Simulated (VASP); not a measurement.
Set up this calculation in VASP 6.6.1, as the native input.

```
Task                   : single point
Functional             : LDA
Potentials or basis    : VASP PAW LDA potentials, release 64 (Cu_sv_GW, O)
Cutoff                 : 820 eV
k mesh                 : 7 × 7 × 7
Occupations            : gaussian, width 0.05 eV
Spin                   : no spin polarisation
Hubbard terms          : Cu d U = 8.0 eV
Dipole correction      : no
Further INCAR settings : ALGO = Normal; EDIFF = 1e-06; NBANDS = 20
```

The structure of CuO lies in POSCAR:

```
CuO
1.0
    2.5525506100      0.0000000000      0.0000000000
    0.0000000000      2.5525506100      0.0000000000
    0.0000000000      0.0000000000      2.5525506100
Cu O
1 1
Direct
    0.0000000000      0.0000000000      0.0000000000
    0.5000000000      0.5000000000      0.5000000000
```

One way to write it, as run:

INCAR

```
PREC = Accurate
ENCUT = 820
EDIFF = 1E-6
ISMEAR = 0
SIGMA = 0.05
LREAL = False
LASPH = True
NELM = 200
ALGO = Normal
ISIF = 2
LWAVE = False
LCHARG = False
LMAXMIX = 4
LDAU = True
LDAUTYPE = 2
LDAUL = 2 -1
LDAUU = 8 0
LDAUJ = 0 0
LDAUPRINT = 1
GGA = CA
NBANDS = 20
GGA_COMPAT = False
```

KPOINTS

```
regular mesh
0
Gamma
  7 7 7
```

Potentials or basis: VASP PAW LDA potentials, release 64 (Cu_sv_GW, O).

Run with:

```console
$ cat potpaw_LDA.64/Cu_sv_GW/POTCAR potpaw_LDA.64/O/POTCAR > POTCAR
$ mpirun -np 1 vasp_std > vasp.out
```

Results of the run:

The pressure is -3.2 GPa and the band gap on the k mesh is zero (an odd number of electrons rules out a gap without spin polarisation).

Caveat: the cell stands under tension; an odd number of electrons without spin polarisation forces a metal; a magnetic or distorted state may lie lower; U without spin polarisation on a metal has little footing.

Run time: 17 s on 1 thread of AMD EPYC 7R43 64-Core Processor (Zen 3) (shared host), peak memory 0.11 GiB.
